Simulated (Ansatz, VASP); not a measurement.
Two plane-wave programs on MgS

```
Mg S
1.0
     4.19601    0.00000    0.00000
    -2.09800    3.63385    0.00000
     0.00000    0.00000    6.17500
Mg S
2 2
Direct
  0.66667 0.33333 0.49575
  0.33333 0.66667 0.99575
  0.33333 0.66667 0.37924
  0.66667 0.33333 0.87924
```

Change from the starting cell: strain +0.040 along x and y, -0.040 along z, atoms carried along.

Alike in both runs: task single point; functional PBEsol; k mesh 6 × 6 × 4; occupations gaussian, width 0.05 eV; no spin polarisation.

|  | VASP | Ansatz |
| --- | --- | --- |
| version | VASP 6.6.1 | Ansatz 0.2.0 |
| potentials or method | VASP PAW PBE potentials, release 64 (Mg, S), cutoff 520 eV | scalar-relativistic, plane waves, PAW |
| valence electrons in the cell | 16 | 32 |

```tsv
	VASP	Ansatz	Ansatz less VASP
gap on the k mesh at the Fermi level (eV)	2.97	2.97	+0.001
least direct gap on the mesh (eV)	2.97	2.97	+0.001
pressure (GPa)	-2.1	-2.0	+0.10
traceless stress, the component that is largest in VASP (GPa)	4.84	4.81	-0.027
rms of the force components (eV/Å)	0.335	0.335	-0.0003
```

VASP's potentials were made for PBE, not for PBEsol. Atom by atom the forces differ by 0.000 eV/Å (rms over components). With one functional, cell and mesh, what is left measures potentials, basis and numerics. VASP's potentials hold 16 valence electrons a cell and Ansatz's 32, so a difference there can come from the potentials and not from the codes.
